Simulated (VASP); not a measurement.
# CuAu3 (Pm-3m) in VASP: single point with PBEsol

Aim: the single point of CuAu3 with PBEsol.

Everything below comes from runs of VASP 6.6.1. Logs are shortened: lines on timing, memory, paths and dates and some standing lists are left out, and cuts for length are marked.

### Step 1. The cell of the first run

It takes space group Pm-3m (No. 221, cubic). The conventional cell has a = 3.980 Å, b = 3.980 Å, c = 3.980 Å, α = 90.00°, β = 90.00°, γ = 90.00°. Cu (site symmetry m-3m) has 12 Au at 2.81 Å within 3.7 Å. Within 3.7 Å of Au (site symmetry 4/mmm) lie 4 Cu at 2.81 Å and 8 Au at 2.81 Å.

### Step 2. Single point, PBEsol

Input file INCAR:

```
PREC = Accurate
ENCUT = 520
EDIFF = 1E-6
ISMEAR = -1
SIGMA = 0.1
LREAL = F
LASPH = T
NELM = 80
ALGO = Normal
ISIF = 2
LWAVE = F
LCHARG = F
GGA = PS
NBANDS = 30
```

Input file KPOINTS:

```
regular mesh
0
Gamma
  7 7 7
```

Input file POSCAR:

```
CuAu3
1.0
    3.9800000000      0.0000000000      0.0000000000
    0.0000000000      3.9800000000      0.0000000000
    0.0000000000      0.0000000000      3.9800000000
Cu Au
1 3
Direct
    0.0000000000      0.0000000000      0.0000000000
    0.0000000000      0.5000000000      0.5000000000
    0.5000000000      0.0000000000      0.5000000000
    0.5000000000      0.5000000000      0.0000000000
```

Potentials or basis: VASP PAW PBE potentials, release 64 (Cu, Au).

Run with:

```bash
cat potpaw_PBE.64/Cu/POTCAR potpaw_PBE.64/Au/POTCAR > POTCAR
mpirun -np 1 vasp_std > vasp.out
```

OUTCAR:

```text
PREC = Accurate
   ENCUT = 520
   EDIFF = 1E-6
   ISMEAR = -1
   LREAL = F
   LASPH = T
   NELM = 80
   ISIF = 2
   GGA = PS

 ion  position               nearest neighbor table
   1  0.000  0.000  0.000-   2 2.81   3 2.81   4 2.81   2 2.81   3 2.81   2 2.81   4 2.81   2 2.81
                             3 2.81   4 2.81   3 2.81   4 2.81
   2  0.000  0.500  0.500-   1 2.81   3 2.81   4 2.81   1 2.81   4 2.81   1 2.81   3 2.81   1 2.81
                             3 2.81   4 2.81   4 2.81   3 2.81
   3  0.500  0.000  0.500-   1 2.81   2 2.81   4 2.81   1 2.81   4 2.81   2 2.81   4 2.81   4 2.81
                             1 2.81   2 2.81   1 2.81   2 2.81
   4  0.500  0.500  0.000-   1 2.81   2 2.81   3 2.81   2 2.81   3 2.81   1 2.81   3 2.81   3 2.81
                             1 2.81   2 2.81   2 2.81   1 2.81

  LATTYP: Found a simple cubic cell.
 ALAT       =     3.9800000000

  Lattice vectors:

 A1 = (   3.9800000000,   0.0000000000,   0.0000000000)
 A2 = (   0.0000000000,   3.9800000000,   0.0000000000)
 A3 = (   0.0000000000,   0.0000000000,   3.9800000000)

Analysis of symmetry for initial positions (statically):
=====================================================================
 Subroutine PRICEL returns:
 Original cell was already a primitive cell.

 Routine SETGRP: Setting up the symmetry group for a
 simple cubic supercell.

 Subroutine GETGRP returns: Found 48 space group operations
 (whereof 48 operations were pure point group operations)
 out of a pool of 48 trial point group operations.

The static configuration has the point symmetry O_h .

Analysis of symmetry for dynamics (positions and initial velocities):
=====================================================================
 Subroutine PRICEL returns:
 Original cell was already a primitive cell.

 Routine SETGRP: Setting up the symmetry group for a
 simple cubic supercell.

 Subroutine GETGRP returns: Found 48 space group operations
 (whereof 48 operations were pure point group operations)
 out of a pool of 48 trial point group operations.

The dynamic configuration has the point symmetry O_h .

 Subroutine INISYM returns: Found 48 space group operations
 (whereof 48 operations are pure point group operations),
 and found     1 'primitive' translations

----------------------------------------------------------------------------------------

                                     Primitive cell

  volume of cell :      63.0448

  direct lattice vectors                    reciprocal lattice vectors
     3.980000000  0.000000000  0.000000000     0.251256281  0.000000000  0.000000000
     0.000000000  3.980000000  0.000000000     0.000000000  0.251256281  0.000000000
     0.000000000  0.000000000  3.980000000     0.000000000  0.000000000  0.251256281

  length of vectors
     3.980000000  3.980000000  3.980000000     0.251256281  0.251256281  0.251256281

  position of ions in fractional coordinates (direct lattice)
     0.000000000  0.000000000  0.000000000
     0.000000000  0.500000000  0.500000000
     0.500000000  0.000000000  0.500000000
     0.500000000  0.500000000  0.000000000

  ion indices of the primitive-cell ions
   primitive index   ion index
                 1           1
                 2           2
                 3           3
                 4           4

----------------------------------------------------------------------------------------

 KPOINTS: regular mesh

Automatic generation of k-mesh.
 Grid dimensions read from file:
 generate k-points for:    7    7    7

 Generating k-lattice:

  Cartesian coordinates                     Fractional coordinates (reciprocal lattice)
     0.035893754  0.000000000  0.000000000     0.142857143  0.000000000  0.000000000
     0.000000000  0.035893754  0.000000000     0.000000000  0.142857143  0.000000000
     0.000000000  0.000000000  0.035893754     0.000000000  0.000000000  0.142857143

  Length of vectors
     0.035893754  0.035893754  0.035893754

  Shift w.r.t. Gamma in fractional coordinates (k-lattice)
     0.000000000  0.000000000  0.000000000

 Subroutine IBZKPT returns following result:
 ===========================================

 Found     20 irreducible k-points:

 Following reciprocal coordinates:
            Coordinates               Weight
  0.000000  0.000000  0.000000      1.000000
  0.142857  0.000000  0.000000      6.000000
  0.285714  0.000000  0.000000      6.000000
  0.428571  0.000000  0.000000      6.000000
  0.142857  0.142857  0.000000     12.000000
  0.285714  0.142857  0.000000     24.000000
[... 12 lines left out ...]
  0.428571  0.428571  0.285714     24.000000
  0.428571  0.428571  0.428571      8.000000
   k-points           NKPTS =     20   k-points in BZ     NKDIM =     20   number of bands    NBANDS=     30
   number of dos      NEDOS =    301   number of ions     NIONS =      4
   total plane-waves  NPLWV =  27000
   dimension x,y,z NGX =    30 NGY =   30 NGZ =   30
   dimension x,y,z NGXF=    60 NGYF=   60 NGZF=   60
   ions per type =               1   3
   NGX,Y,Z   is equivalent  to a cutoff of  12.53, 12.53, 12.53 a.u.
   NGXF,Y,Z  is equivalent  to a cutoff of  25.06, 25.06, 25.06 a.u.
 SYSTEM =  unknown system
   PREC   = accura    normal or accurate (medium, high low for compatibility)
   ISTART =      0    job   : 0-new  1-cont  2-samecut
   ICHARG =      2    charge: 1-file 2-atom 10-const
   ISPIN  =      1    spin polarized calculation?
   LNONCOLLINEAR =      F non collinear calculations
   LSORBIT =      F    spin-orbit coupling
   LASPH  =      T    aspherical Exc in radial PAW
   ENCUT  =  520.0 eV  38.22 Ry    6.18 a.u.   7.40  7.40  7.40*2*pi/ulx,y,z
   NELM   =     80;   NELMIN=  2; NELMDL= -5     # of ELM steps
   EDIFF  = 0.1E-05   stopping-criterion for ELM
   LREAL  =      F    real-space projection
   EDIFFG = 0.1E-04   stopping-criterion for IOM
   NSW    =      0    number of steps for IOM
   IBRION =     -1    ionic relax: 0-MD 1-quasi-New 2-CG
   NFREE  =      0    steps in history (QN), initial steepest desc. (CG)
   ISIF   =      2    stress and relaxation
   ISYM   =      2    0-nonsym 1-usesym 2-fastsym
   POTIM  = 0.5000    time-step for ionic-motion
   TEBEG  =    0.0;   TEEND  =   0.0 temperature during run
   PSTRESS=    0.0 pullay stress
   NELECT =      44.0000    total number of electrons
   NUPDOWN=      -1.0000    fix difference up-down
   EMIN   =  10.00;   EMAX   =-10.00  energy-range for DOS
   EFERMI =   0.00;   METHOD = LEGACY
   ISMEAR =    -1;   SIGMA  =   0.10  broadening in eV -4-tet -1-fermi 0-gaus
   EFERMI_NEDOS =   21; number of points for ismear=-14 and -15
   IALGO  =     38    algorithm
   IMIX   =      4    mixing-type and parameters
     AMIX     =   0.40;   BMIX     =  1.00
     AMIX_MAG =   1.60;   BMIX_MAG =  1.00
  volume/ion in A,a.u.               =      15.76       106.36
  Fermi-wavevector in a.u.,A,eV,Ry     =   1.452143  2.744152 28.690859  2.108719
  Thomas-Fermi vector in A             =   2.569559
   LORBIT       =      0    0 simple, 1 ext, 2 COOP (PROOUT), +10 PAW based schemes
   GGA     = PS    functional components
   LHFCALC =     F    Hartree Fock is set to
   AEXX    =    0.0000 exact exchange contribution
   IVDW    =     0    specifies the selected vdW correction
   LEPSILON=     F    determine dielectric tensor
   LRPA    =     F    only Hartree local field effects (RPA)
 non-spin polarized calculation
  energy-cutoff  :      520.00
  volume of cell :       63.04
 maximum number of plane-waves:      1743
 NGX is ok and might be reduce to    30
   NGX = 15   NGY = 15   NGZ = 15

 number of electron      44.0000040 magnetization

 Free energy of the ion-electron system (eV)
  ---------------------------------------------------
  ext. energy  EPLUGINS =         0.00000000
  ---------------------------------------------------
  free energy    TOTEN  =       -16.20615949 eV

  energy without entropy =      -16.16328933  energy(sigma->0) =      -16.18472441

 E-fermi :   8.9763     XC(G=0): -12.8728

 val. band max:        8.9705077082   @ k =   0.4286   0.4286   0.1429
 cond. band min:       8.9904320237   @ k =   0.4286   0.4286   0.0000
 fundamental gap:      0.0199243154
 Fermi energy:         8.9762926776

 k-point     1 :       0.0000    0.0000    0.0000
  band No.  band energies     occupation
      1      -0.9647      2.00000
      2       1.5125      2.00000
      3       2.3405      2.00000
      4       2.3405      2.00000
      5       2.3405      2.00000
      6       2.4546      2.00000
[... 22 lines left out ...]
     29      18.7694      0.00000
     30      18.7694      0.00000

 k-point     2 :       0.1429    0.0000    0.0000
  band No.  band energies     occupation
      1      -0.7244      2.00000
      2       1.6565      2.00000
      3       2.4057      2.00000
      4       2.4669      2.00000
      5       2.4669      2.00000
      6       2.4913      2.00000
[... 22 lines left out ...]
     29      18.7141      0.00000
     30      18.8155      0.00000

 k-point     3 :       0.2857    0.0000    0.0000
  band No.  band energies     occupation
      1      -0.0416      2.00000
      2       2.0221      2.00000
      3       2.5412      2.00000
      4       2.5736      2.00000
      5       2.8367      2.00000
      6       2.8367      2.00000
[... 22 lines left out ...]
     29      18.2413      0.00000
     30      18.7502      0.00000

 k-point     4 :       0.4286    0.0000    0.0000
  band No.  band energies     occupation
      1       0.8719      2.00000
      2       2.1916      2.00000
      3       2.5671      2.00000
      4       2.7422      2.00000
      5       3.3846      2.00000
      6       3.3846      2.00000
[... 22 lines left out ...]
     29      17.6136      0.00000
     30      18.7765      0.00000

 k-point     5 :       0.1429    0.1429    0.0000
  band No.  band energies     occupation
      1      -0.4912      2.00000
      2       1.7984      2.00000
      3       2.4700      2.00000
      4       2.5385      2.00000
      5       2.5912      2.00000
      6       2.6045      2.00000
[... 22 lines left out ...]
     29      18.9679      0.00000
     30      19.2962      0.00000
[... 394 lines left out ...]
     29      21.2661      0.00000
     30      21.2783      0.00000

 k-point    18 :       0.4286    0.2857    0.2857
  band No.  band energies     occupation
      1       1.6356      2.00000
      2       2.2631      2.00000
      3       2.3988      2.00000
      4       2.7342      2.00000
      5       3.6310      2.00000
      6       3.9324      2.00000
[... 22 lines left out ...]
     29      21.6365      0.00000
     30      22.1200      0.00000

 k-point    19 :       0.4286    0.4286    0.2857
  band No.  band energies     occupation
      1       1.8198      2.00000
      2       2.1189      2.00000
      3       2.1372      2.00000
      4       2.3261      2.00000
      5       3.9173      2.00000
      6       3.9387      2.00000
[... 22 lines left out ...]
     29      22.5080      0.00000
     30      23.4679      0.00000

 k-point    20 :       0.4286    0.4286    0.4286
  band No.  band energies     occupation
      1       1.7596      2.00000
      2       1.8555      2.00000
      3       1.9402      2.00000
      4       1.9402      2.00000
      5       3.9961      2.00000
      6       3.9961      2.00000
[... 22 lines left out ...]
     29      23.8168      0.00000
     30      24.1720      0.00000

------------------------ aborting loop because EDIFF is reached ----------------------------------------

  FORCE on cell =-STRESS in cart. coord.  units (eV):
  Direction    XX          YY          ZZ          XY          YZ          ZX
  --------------------------------------------------------------------------------------
  -------------------------------------------------------------------------------------
  Total       -0.4151422     -0.4151422     -0.4151422      0.0000000      0.0000000     -0.0000000
  in kB      -10.5501415    -10.5501415    -10.5501415      0.0000000      0.0000000     -0.0000000
  external PRESSURE =     -10.5501415 kB  Pullay stress =       0.0000000 kB

 VOLUME and BASIS-vectors are now :
 -----------------------------------------------------------------------------
  energy-cutoff  :      520.00
  volume of cell :       63.04
      direct lattice vectors                 reciprocal lattice vectors
     3.980000000  0.000000000  0.000000000     0.251256281  0.000000000  0.000000000
     0.000000000  3.980000000  0.000000000     0.000000000  0.251256281  0.000000000
     0.000000000  0.000000000  3.980000000     0.000000000  0.000000000  0.251256281

 POSITION                                       TOTAL-FORCE (eV/Angst)
 -----------------------------------------------------------------------------------
      0.00000      0.00000      0.00000         0.000000      0.000000      0.000000
      0.00000      1.99000      1.99000         0.000000      0.000000      0.000000
      1.99000      0.00000      1.99000         0.000000      0.000000      0.000000
      1.99000      1.99000      0.00000         0.000000      0.000000      0.000000
 -----------------------------------------------------------------------------------
    total drift:                                0.000000      0.000000     -0.000000

  FREE ENERGIE OF THE ION-ELECTRON SYSTEM (eV)
  ---------------------------------------------------
  free  energy   TOTEN  =       -16.2061594920 eV

  energy  without entropy=      -16.1632893284  energy(sigma->0) =      -16.18472441
```

Run time: 72 s. Hardware: 1 thread of Intel Xeon 8259CL, shared host; peak memory 0.18 GiB.

Results:

| Property | Result |
| --- | --- |
| Free energy | -16.2062 eV |
| Pressure | -1.1 GPa |
| Band gap on the k mesh | zero (bands 22 and 23 overlap by 1.39 eV) |

Levels at points of the mesh, in eV from the Fermi level:
```csv
k point,band 20,band 21,band 22,band 23,band 24,band 25
"(0.00, 0.00, 0.00)",-1.41,-1.41,1.02,1.02,1.02,5.98
```

Caveat: the PAW data sets were made with another functional, which shifts forces and pressure a little; spin-orbit coupling is left out, which moves the levels of the heavy elements.
